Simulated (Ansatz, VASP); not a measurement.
# Si5PdW2 in VASP and in Ansatz

```
CELL_PARAMETERS angstrom
2.87684 -2.90215 0.00000
2.87684 2.90215 0.00000
0.00000 0.00000 10.69229
ATOMIC_POSITIONS crystal
Si 0.00000 0.50000 0.15630
Si 0.50000 0.00000 0.84370
Si 0.00000 0.50000 0.84370
Si 0.50000 0.00000 0.15630
Si 0.00000 0.00000 0.50000
Pd 0.00000 0.00000 0.00000
W 0.00000 0.00000 0.72778
W 0.00000 0.00000 0.27222
```

Alike in both runs: functional PBE; k mesh 4 × 4 × 2; occupations gaussian, width 0.2 eV; no spin polarisation.

Ansatz relaxed the structure, and its values are those at the end. VASP's run is a single point on that final structure, the one shown.

|  | VASP | Ansatz |
| --- | --- | --- |
| version | VASP 6.6.1 | Ansatz 0.2.0 |
| potentials or method | VASP PAW PBE potentials, release 64 (Si, Pd, W_sv), cutoff 500 eV | scalar-relativistic, plane waves, PAW |
| valence electrons in the cell | 58 | 66 |

|  | VASP | Ansatz | Ansatz less VASP |
| --- | --- | --- | --- |
| gap on the k mesh at the Fermi level (eV) | none | none | - |
| pressure (GPa) | 0.1 | 0.1 | -0.04 |
| rms of the force components (eV/Å) | 0.006 | 0.006 | +0.0006 |

A gap of «none» marks a metal or a gap that the smearing closes. VASP's potentials hold 58 valence electrons a cell and Ansatz's 66, so a difference there can come from the potentials and not from the codes.

The k mesh is coarse, so the values compare programs but aren't converged. Neither program's run includes spin-orbit coupling.
